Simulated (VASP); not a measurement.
# FeO (I4/mmm) in VASP: notebook

FeO is run at these levels: LDA; tasks: single point.

Everything below comes from runs of VASP 6.6.1. Logs are shortened: lines on timing, memory, paths and dates and some standing lists are left out, and cuts for length are marked.

### Step 1. The cell of the first run

Symmetry: I4/mmm, No. 139, tetragonal system. Conventional cell: a = 3.161 Å, b = 3.161 Å, c = 4.110 Å, α = 90.00°, β = 90.00°, γ = 90.00°. Fe (site symmetry 4/mmm) has 6 O at 2.06 to 2.24 Å within 2.7 Å. O (site symmetry 4/mmm) has 6 Fe at 2.06 to 2.24 Å within 2.7 Å.

### Step 2. Single point, LDA, collinear spin, ferromagnetic start (volume scaled by 0.96)

Contents of INCAR:

```
SYSTEM = FeO
  PREC = Accurate
  ENCUT = 520
  EDIFF = 1E-7
  ISMEAR = -1
  SIGMA = 0.05
  LREAL = .FALSE.
  LASPH = .TRUE.
  NELM = 150
  ALGO = Normal
  ISIF = 2
  LWAVE = .FALSE.
  LCHARG = .FALSE.
  ISPIN = 2
  MAGMOM = 3 0
  LORBIT = 11
  LMAXMIX = 4
  NBANDS = 18
```

Contents of KPOINTS:

```
regular mesh
0
G
  12 12 12
  0 0 0
```

Contents of POSCAR:

```
FeO
1.0
   -1.5804507126      1.5804507126      2.0552348490
    1.5804507126     -1.5804507126      2.0552348490
    1.5804507126      1.5804507126     -2.0552348490
Fe O
1 1
Direct
    0.0000000000      0.0000000000      0.0000000000
    0.5000000000      0.5000000000      0.0000000000
```

Potentials or basis: VASP PAW LDA potentials, release 64 (Fe, O).

The run is started by

```console
> cat potpaw_LDA.64/Fe/POTCAR potpaw_LDA.64/O/POTCAR > POTCAR
> mpirun -np 1 vasp_std > vasp.out
```

OUTCAR:

```text
SYSTEM = FeO
   PREC = Accurate
   ENCUT = 520
   EDIFF = 1E-7
   ISMEAR = -1
   LREAL = .FALSE.
   LASPH = .TRUE.
   NELM = 150
   ISIF = 2
   ISPIN = 2
   LORBIT = 11

 ion  position               nearest neighbor table
   1  0.000  0.000  0.000-   2 2.06   2 2.06   2 2.24   2 2.24   2 2.24   2 2.24
   2  0.500  0.500  0.000-   1 2.06   1 2.06   1 2.24   1 2.24   1 2.24   1 2.24

  LATTYP: Found a body centered tetragonal cell.
 ALAT       =     3.1609014252
 C/A-ratio  =     1.3004105934

  Lattice vectors:

 A1 = (  -1.5804507126,   1.5804507126,   2.0552348490)
 A2 = (   1.5804507126,  -1.5804507126,   2.0552348490)
 A3 = (   1.5804507126,   1.5804507126,  -2.0552348490)

Analysis of symmetry for initial positions (statically):
=====================================================================
 Subroutine PRICEL returns:
 Original cell was already a primitive cell.

 Routine SETGRP: Setting up the symmetry group for a
 body centered tetragonal supercell.

 Subroutine GETGRP returns: Found 16 space group operations
 (whereof 16 operations were pure point group operations)
 out of a pool of 16 trial point group operations.

The static configuration has the point symmetry D_4h.

Analysis of symmetry for dynamics (positions and initial velocities):
=====================================================================
 Subroutine PRICEL returns:
 Original cell was already a primitive cell.

 Routine SETGRP: Setting up the symmetry group for a
 body centered tetragonal supercell.

 Subroutine GETGRP returns: Found 16 space group operations
 (whereof 16 operations were pure point group operations)
 out of a pool of 16 trial point group operations.

The dynamic configuration has the point symmetry D_4h.

Analysis of structural, dynamic, and magnetic symmetry:
=====================================================================
 Subroutine PRICEL returns:
 Original cell was already a primitive cell.

 Routine SETGRP: Setting up the symmetry group for a
 body centered tetragonal supercell.

 Subroutine GETGRP returns: Found 16 space group operations
 (whereof 16 operations were pure point group operations)
 out of a pool of 16 trial point group operations.

The overall configuration has the point symmetry D_4h.

 Subroutine INISYM returns: Found 16 space group operations
 (whereof 16 operations are pure point group operations),
 and found     1 'primitive' translations

----------------------------------------------------------------------------------------

                                     Primitive cell

  volume of cell :      20.5345

  direct lattice vectors                    reciprocal lattice vectors
    -1.580450713  1.580450713  2.055234849     0.000000000  0.316365449  0.243281200
     1.580450713 -1.580450713  2.055234849     0.316365449  0.000000000  0.243281200
     1.580450713  1.580450713 -2.055234849     0.316365449  0.316365449  0.000000000

  length of vectors
     3.036385877  3.036385877  3.036385877     0.399090015  0.399090015  0.447408309

  position of ions in fractional coordinates (direct lattice)
     0.000000000  0.000000000  0.000000000
     0.500000000  0.500000000  0.000000000

  ion indices of the primitive-cell ions
   primitive index   ion index
                 1           1
                 2           2

----------------------------------------------------------------------------------------

 KPOINTS: regular mesh

Automatic generation of k-mesh.
 Grid dimensions read from file:
 generate k-points for:   12   12   12

 Generating k-lattice:

  Cartesian coordinates                     Fractional coordinates (reciprocal lattice)
     0.000000000  0.026363787  0.020273433     0.083333333  0.000000000  0.000000000
     0.026363787  0.000000000  0.020273433     0.000000000  0.083333333  0.000000000
     0.026363787  0.026363787  0.000000000     0.000000000  0.000000000  0.083333333

  Length of vectors
     0.033257501  0.033257501  0.037284026

  Shift w.r.t. Gamma in fractional coordinates (k-lattice)
     0.000000000  0.000000000  0.000000000

 Subroutine IBZKPT returns following result:
 ===========================================

 Found    163 irreducible k-points:

 Following reciprocal coordinates:
            Coordinates               Weight
  0.000000  0.000000  0.000000      1.000000
  0.083333  0.000000  0.000000      8.000000
  0.166667  0.000000 -0.000000      8.000000
  0.250000  0.000000  0.000000      8.000000
  0.333333  0.000000 -0.000000      8.000000
  0.416667 -0.000000  0.000000      8.000000
[... 16 lines left out ...]
  0.500000  0.166667  0.000000     16.000000
 -0.416667  0.166667 -0.000000     16.000000
 [... further k-points ...]
   k-points           NKPTS =    163   k-points in BZ     NKDIM =    163   number of bands    NBANDS=     18
   number of dos      NEDOS =    301   number of ions     NIONS =      2
   total plane-waves  NPLWV =  13824
   dimension x,y,z NGX =    24 NGY =   24 NGZ =   24
   dimension x,y,z NGXF=    48 NGYF=   48 NGZF=   48
   ions per type =               1   1
   NGX,Y,Z   is equivalent  to a cutoff of  13.14, 13.14, 13.14 a.u.
   NGXF,Y,Z  is equivalent  to a cutoff of  26.28, 26.28, 26.28 a.u.
 SYSTEM =  FeO
   PREC   = accura    normal or accurate (medium, high low for compatibility)
   ISTART =      0    job   : 0-new  1-cont  2-samecut
   ICHARG =      2    charge: 1-file 2-atom 10-const
   ISPIN  =      2    spin polarized calculation?
   LNONCOLLINEAR =      F non collinear calculations
   LSORBIT =      F    spin-orbit coupling
   LASPH  =      T    aspherical Exc in radial PAW
   ENCUT  =  520.0 eV  38.22 Ry    6.18 a.u.   5.65  5.65  5.65*2*pi/ulx,y,z
   NELM   =    150;   NELMIN=  2; NELMDL= -5     # of ELM steps
   EDIFF  = 0.1E-06   stopping-criterion for ELM
   LREAL  =      F    real-space projection
   EDIFFG = 0.1E-05   stopping-criterion for IOM
   NSW    =      0    number of steps for IOM
   IBRION =     -1    ionic relax: 0-MD 1-quasi-New 2-CG
   NFREE  =      0    steps in history (QN), initial steepest desc. (CG)
   ISIF   =      2    stress and relaxation
   ISYM   =      2    0-nonsym 1-usesym 2-fastsym
   POTIM  = 0.5000    time-step for ionic-motion
   TEBEG  =    0.0;   TEEND  =   0.0 temperature during run
   PSTRESS=    0.0 pullay stress
   NELECT =      14.0000    total number of electrons
   NUPDOWN=      -1.0000    fix difference up-down
   EMIN   =  10.00;   EMAX   =-10.00  energy-range for DOS
   EFERMI =   0.00;   METHOD = LEGACY
   ISMEAR =    -1;   SIGMA  =   0.05  broadening in eV -4-tet -1-fermi 0-gaus
   EFERMI_NEDOS =   21; number of points for ismear=-14 and -15
   IALGO  =     38    algorithm
   IMIX   =      4    mixing-type and parameters
     AMIX     =   0.40;   BMIX     =  1.00
     AMIX_MAG =   1.60;   BMIX_MAG =  1.00
  volume/ion in A,a.u.               =      10.27        69.29
  Fermi-wavevector in a.u.,A,eV,Ry     =   1.440864  2.722839 28.246915  2.076090
  Thomas-Fermi vector in A             =   2.559561
   LORBIT       =     11    0 simple, 1 ext, 2 COOP (PROOUT), +10 PAW based schemes
   GGA     = CA    functional components
   LHFCALC =     F    Hartree Fock is set to
   AEXX    =    0.0000 exact exchange contribution
   IVDW    =     0    specifies the selected vdW correction
   LEPSILON=     F    determine dielectric tensor
   LRPA    =     F    only Hartree local field effects (RPA)
 spin polarized calculation
  energy-cutoff  :      520.00
  volume of cell :       20.53
 maximum number of plane-waves:       572
   NGX = 11   NGY = 11   NGZ = 11

 number of electron      13.9999999 magnetization       3.9479236

 Free energy of the ion-electron system (eV)
  ---------------------------------------------------
  ext. energy  EPLUGINS =         0.00000000
  ---------------------------------------------------
  free energy    TOTEN  =       -16.33888462 eV

  energy without entropy =      -16.32398989  energy(sigma->0) =      -16.33143725

 E-fermi :   5.5473     XC(G=0): -12.4790

 val. band max:        5.5469071916   @ k =   0.0833   0.0833   0.0833
 cond. band min:       5.5483223819   @ k =  -0.0833  -0.2500   0.0833
 fundamental gap:      0.0014151904
 Fermi energy:         5.5473460288

 spin component 1

 k-point     1 :       0.0000    0.0000    0.0000
  band No.  band energies     occupation
      1     -14.6853      1.00000
      2       1.6827      1.00000
      3       1.8849      1.00000
      4       1.8849      1.00000
      5       1.9208      1.00000
      6       1.9208      1.00000
[... 10 lines left out ...]
     17      27.4124      0.00000
     18      27.8817      0.00000

 k-point     2 :       0.0833    0.0000    0.0000
  band No.  band energies     occupation
      1     -14.6163      1.00000
      2       1.0545      1.00000
      3       1.1885      1.00000
      4       1.2452      1.00000
      5       1.9905      1.00000
      6       2.1201      1.00000
[... 10 lines left out ...]
     17      27.6167      0.00000
     18      28.5572      0.00000

 k-point     3 :       0.1667    0.0000   -0.0000
  band No.  band energies     occupation
      1     -14.4222      1.00000
      2      -0.0367      1.00000
      3       0.4718      1.00000
      4       0.5764      1.00000
      5       2.1490      1.00000
      6       2.2641      1.00000
[... 10 lines left out ...]
     17      28.8935      0.00000
     18      30.5980      0.00000

 k-point     4 :       0.2500    0.0000    0.0000
  band No.  band energies     occupation
      1     -14.1409      1.00000
      2      -1.1627      1.00000
      3      -0.1223      1.00000
      4       0.0128      1.00000
      5       2.3743      1.00000
      6       2.4280      1.00000
[... 375 lines left out ...]
      4      -0.7618      1.00000
      5       2.6942      1.00000
      6       2.7993      1.00000
[... 10 lines left out ...]
     17      30.8746      0.00000
     18      32.6136      0.00000

 k-point    23 :       0.5000    0.1667    0.0000
  band No.  band energies     occupation
      1     -13.5354      1.00000
      2      -2.4598      1.00000
      3      -0.9299      1.00000
      4      -0.5976      1.00000
      5       2.5573      1.00000
      6       2.8305      1.00000
[... 10 lines left out ...]
     17      30.2765      0.00000
     18      32.5335      0.00000

 k-point    24 :      -0.4167    0.1667   -0.0000
  band No.  band energies     occupation
      1     -13.7178      1.00000
      2      -2.0735      1.00000
      3      -0.6805      1.00000
      4      -0.2632      1.00000
      5       2.2987      1.00000
      6       2.7940      1.00000
[... 10 lines left out ...]
     17      30.4684      0.00000
     18      32.8507      0.00000

 [... further k-points ...]

 spin component 2

 k-point     1 :       0.0000    0.0000    0.0000
  band No.  band energies     occupation
      1     -14.1262      1.00000
      2       2.2348      1.00000
      3       2.5338      1.00000
      4       2.5338      1.00000
      5       4.7243      1.00000
      6       4.7243      1.00000
[... 10 lines left out ...]
     17      28.5556      0.00000
     18      29.1564      0.00000

 k-point     2 :       0.0833    0.0000    0.0000
  band No.  band energies     occupation
      1     -14.0567      1.00000
      2       1.8317      1.00000
      3       2.1702      1.00000
      4       2.3057      1.00000
      5       4.8361      1.00000
      6       4.8374      1.00000
[... 10 lines left out ...]
     17      28.8423      0.00000
     18      29.7371      0.00000

 k-point     3 :       0.1667    0.0000   -0.0000
  band No.  band energies     occupation
      1     -13.8611      1.00000
      2       0.7687      1.00000
      3       1.6618      1.00000
      4       1.8213      1.00000
      5       5.0562      0.99995
      6       5.0817      0.99991
[... 10 lines left out ...]
     17      29.9163      0.00000
     18      31.7951      0.00000

 k-point     4 :       0.2500    0.0000    0.0000
  band No.  band energies     occupation
      1     -13.5775      1.00000
      2      -0.3725      1.00000
      3       1.1598      1.00000
      4       1.3211      1.00000
      5       5.3493      0.98130
      6       5.3901      0.95873
[... 375 lines left out ...]
      4       0.5178      1.00000
      5       5.7415      0.02017
      6       5.8996      0.00087
[... 10 lines left out ...]
     17      31.4438      0.00000
     18      33.3828      0.00000

 k-point    23 :       0.5000    0.1667    0.0000
  band No.  band energies     occupation
      1     -12.9596      1.00000
      2      -1.7109      1.00000
      3       0.2119      1.00000
      4       0.6613      1.00000
      5       5.4818      0.78763
      6       5.9224      0.00055
[... 10 lines left out ...]
     17      30.9743      0.00000
     18      33.2121      0.00000

 k-point    24 :      -0.4167    0.1667   -0.0000
  band No.  band energies     occupation
      1     -13.1438      1.00000
      2      -1.3045      1.00000
      3       0.4624      1.00000
      4       0.9498      1.00000
      5       5.0720      0.99993
      6       5.9154      0.00064
[... 10 lines left out ...]
     17      31.2564      0.00000
     18      33.5530      0.00000

 [... further k-points ...]
[... 5 lines left out ...]
  --------------------------------------------------------------------------------------
  -------------------------------------------------------------------------------------
  Total       -2.4155285     -2.4155285     -1.8951347      0.0000000     -0.0000000      0.0000000
  in kB     -188.4687684   -188.4687684   -147.8656535      0.0000000     -0.0000000      0.0000000
  external PRESSURE =    -174.9343968 kB  Pullay stress =       0.0000000 kB

 VOLUME and BASIS-vectors are now :
 -----------------------------------------------------------------------------
  energy-cutoff  :      520.00
  volume of cell :       20.53
      direct lattice vectors                 reciprocal lattice vectors
    -1.580450713  1.580450713  2.055234849     0.000000000  0.316365449  0.243281200
     1.580450713 -1.580450713  2.055234849     0.316365449  0.000000000  0.243281200
     1.580450713  1.580450713 -2.055234849     0.316365449  0.316365449  0.000000000

 POSITION                                       TOTAL-FORCE (eV/Angst)
 -----------------------------------------------------------------------------------
      0.00000      0.00000      0.00000        -0.000000     -0.000000      0.000000
      0.00000      0.00000      2.05523         0.000000      0.000000     -0.000000
 -----------------------------------------------------------------------------------
    total drift:                               -0.000000      0.000000     -0.000000

  FREE ENERGIE OF THE ION-ELECTRON SYSTEM (eV)
  ---------------------------------------------------
  free  energy   TOTEN  =       -16.3388846211 eV

  energy  without entropy=      -16.3239898886  energy(sigma->0) =      -16.33143725

 total charge

# of ion       s       p       d       tot
------------------------------------------
    1        0.294   0.357   6.103   6.755
    2        1.546   3.397   0.000   4.943
--------------------------------------------------
tot          1.840   3.754   6.103  11.697

 magnetization (x)

# of ion       s       p       d       tot
------------------------------------------
    1        0.027   0.020   3.485   3.532
    2        0.028   0.279   0.000   0.307
--------------------------------------------------
tot          0.055   0.299   3.485   3.839
```

Wall time 52 s (1 thread of Intel Xeon 6975P-C (Granite Rapids), shared host); peak memory 0.2 GiB.

Results:

```
Free energy                                           : -16.3389 eV
Pressure                                              : -17.5 GPa
Net moment                                            : 3.95 μB per cell
Site moments                                          : Fe +3.53; O +0.31 μB
Valence electrons inside the program's atomic spheres : Fe 6.75; O 4.94
```

Stress tensor (GPa, compression positive):
```
-18.85   0.00   0.00
  0.00 -18.85   0.00
  0.00   0.00 -14.79
```

Caveat: a cell with one magnetic atom can't hold antiferromagnetic order, which such compounds often take; semilocal functionals often make such compounds metallic where correlation or magnetic order opens a gap, which also shifts bond lengths.

(Part 1 of 2 ends here.)
